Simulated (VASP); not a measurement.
Set up this calculation in VASP 6.6.1, as the native input.

```
Task                   : single point
Functional             : PBE
Potentials or basis    : VASP PAW PBE potentials, release 64 (Mg)
Cutoff                 : 520 eV
k mesh                 : 20 × 20 × 20
Occupations            : gaussian, width 0.15 eV
Spin                   : no spin polarisation
Dipole correction      : no
Further INCAR settings : ALGO = Fast; EDIFF = 1e-06; NBANDS = 7
```

The structure of Mg lies in POSCAR:

```
Mg
1.0
   -1.9446879477      1.9446879477      1.5998947746
    1.9446879477     -1.9446879477      1.5998947746
    1.9446879477      1.9446879477     -1.5998947746
Mg
1
Direct
    0.0000000000      0.0000000000      0.0000000000
```

These files were run (other wordings do the same):

INCAR

```
PREC = Accurate ; ENCUT = 520
EDIFF = 1E-6 ; ISMEAR = 0
SIGMA = 0.15 ; LREAL = F
LASPH = T ; NELM = 80
ALGO = Fast ; ISIF = 2
LWAVE = F ; LCHARG = F
GGA = PE ; NBANDS = 7
```

KPOINTS

```
Automatic mesh
0
Gamma
  20 20 20
```

Potentials or basis: VASP PAW PBE potentials, release 64 (Mg).

The run is started by

```sh
$ cat potpaw_PBE.64/Mg/POTCAR > POTCAR
$ mpirun -np 1 vasp_std > vasp.out
```

Results of the run:

The pressure is -1.3 GPa and the band gap on the k mesh is zero (bands 1 and 2 overlap by 4.29 eV).

It took 17 s on 1 thread of Intel(R) Xeon(R) 6975P-C (Granite Rapids), on a shared host, peak memory 0.23 GiB.
